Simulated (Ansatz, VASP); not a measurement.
Lu: VASP beside Ansatz

INCAR

```
PREC     = Accurate       # precision mode
ENCUT    = 520            # plane-wave cutoff, eV
EDIFF    = 1E-6           # SCF threshold, eV
ISMEAR   = -1             # smearing method
SIGMA    = 0.1            # smearing width, eV
LREAL    = F              # projectors in reciprocal space
LASPH    = T              # aspherical terms in the spheres
NELM     = 150            # most SCF steps
ALGO     = Normal         # electronic algorithm
ISIF     = 2              # what is computed and relaxed
LWAVE    = F              # write WAVECAR
LCHARG   = T              # write CHGCAR
LNONCOLLINEAR= T              # non-collinear magnetism
MAGMOM   = 0 0 0 0 0 0    # initial moments
LORBIT   = 11             # projections on sites
LSORBIT  = T              # spin-orbit coupling
GGA_COMPAT= F            
LORBMOM  = T            
GGA      = PE             # functional
LVHAR    = T            
NBANDS   = 62             # bands
```

Contents of KPOINTS:

```
regular mesh
0
Gamma
  10 10 6
```

Contents of POSCAR:

```
Lu
1.0
    3.5070808964      0.0000000000      0.0000000000
   -1.7535404482      3.0372211494      0.0000000000
    0.0000000000      0.0000000000      5.4772888711
Lu
2
Direct
    0.3333333333      0.6666666667      0.2500000000
    0.6666666667      0.3333333333      0.7500000000
```

Input for Ansatz:

```yaml
crystal:
  lattice:
    - [3.5070808964, 0.0, 0.0]
    - [-1.7535404482, 3.0372211494, 0.0]
    - [0.0, 0.0, 5.4772888711]
  atoms:
    - { symbol: Lu, position: [0.3333333333, 0.6666666667, 0.25] }
    - { symbol: Lu, position: [0.6666666667, 0.3333333333, 0.75] }
hamiltonian:
  xc: pbe
  pseudopotentials:
    kind: paw_fr
    azcp:
      Lu: "pseudopotentials/Lu.paw.azcp"
basis:
  ecutwfc: 420
  fft_grid_basis: typed
kpoints:
  mp_grid: { grid: [10, 10, 6], shift: [0, 0, 0] }
magnetization:
  noncollinear: true
  spin_orbit: true
scf:
  occupations: { method: fermi_dirac, width: 0.1 }
```

Alike in both runs: task single point; functional PBE; k mesh 10 × 10 × 6; occupations fermi-dirac, width 0.1 eV; non-collinear spin, spin-orbit coupling.

|  | VASP | Ansatz |
| --- | --- | --- |
| version | VASP 6.6.1 | Ansatz 0.2.0 |
| potentials or method | VASP PAW PBE potentials, release 64 (Lu), cutoff 520 eV | plane waves (420 eV) with PAW, fully relativistic with spin-orbit coupling |
| valence electrons in the cell | 50 | 50 |

|  | VASP | Ansatz | Ansatz less VASP |
| --- | --- | --- | --- |
| net moment per atom (μB) | 0.00 | 0.00 | 0.000 |
